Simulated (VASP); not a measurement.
Write the native input for VASP 6.6.1 that does the following.

- Task: single point
- Functional: PBE
- Potentials or basis: VASP PAW PBE potentials, release 64 (La, O)
- Cutoff: 520 eV
- k mesh: 5 × 5 × 1
- Occupations: gaussian, width 0.2 eV
- Spin: no spin polarisation
- Dipole correction: no
- Further INCAR settings: ALGO = Normal; EDIFF = 1e-06; NBANDS = 52

The structure of La2O lies in POSCAR:

```
La2O
1.0
    3.8568691003      0.0000000000      0.0000000000
   -1.9284345501      3.3401466199      0.0000000000
    0.0000000000      0.0000000000     18.5197575269
La O
6 3
Direct
    0.3333333333      0.6666666667      0.0807561296
    0.6666666667      0.3333333333      0.2554353147
    0.6666666667      0.3333333333      0.9192438704
    0.3333333333      0.6666666667      0.7445646853
    0.3333333333      0.6666666667      0.4270949675
    0.6666666667      0.3333333333      0.5729050325
    0.6666666667      0.3333333333      0.1291477793
    0.3333333333      0.6666666667      0.8708522207
    0.0000000000      0.0000000000      0.0000000000
```

The input as run:

INCAR

```
SYSTEM = La2O
PREC = Accurate
ENCUT = 520
EDIFF = 1E-6
ISMEAR = 0
SIGMA = 0.2
LREAL = .False.
LASPH = .True.
NELM = 60
ALGO = Normal
ISIF = 2
LWAVE = .False.
LCHARG = .False.
GGA = PE
NBANDS = 52
```

KPOINTS

```
regular mesh
0
Gamma
  5 5 1
  0 0 0
```

Potentials or basis: VASP PAW PBE potentials, release 64 (La, O).

Launch:

```console
$ cat potpaw_PBE.64/La/POTCAR potpaw_PBE.64/O/POTCAR > POTCAR
$ mpirun -np 1 vasp_std > vasp.out
```

Results of the run:

```yaml
Pressure: 0.6 GPa
Largest_force: 0.086 eV/Å
Band_gap_on_the_k_mesh: zero (bands 42 and 43 overlap by 0.78 eV)
```

Caveat: the k points lie up to 0.38 Å⁻¹ apart, too coarse for converged energies and pressures of a metal; spin-orbit coupling is left out, which moves the levels of the heavy elements.

It took 2.1 min on 1 thread of Intel(R) Xeon(R) 6975P-C (Granite Rapids) (shared host), peak memory 0.35 GiB.
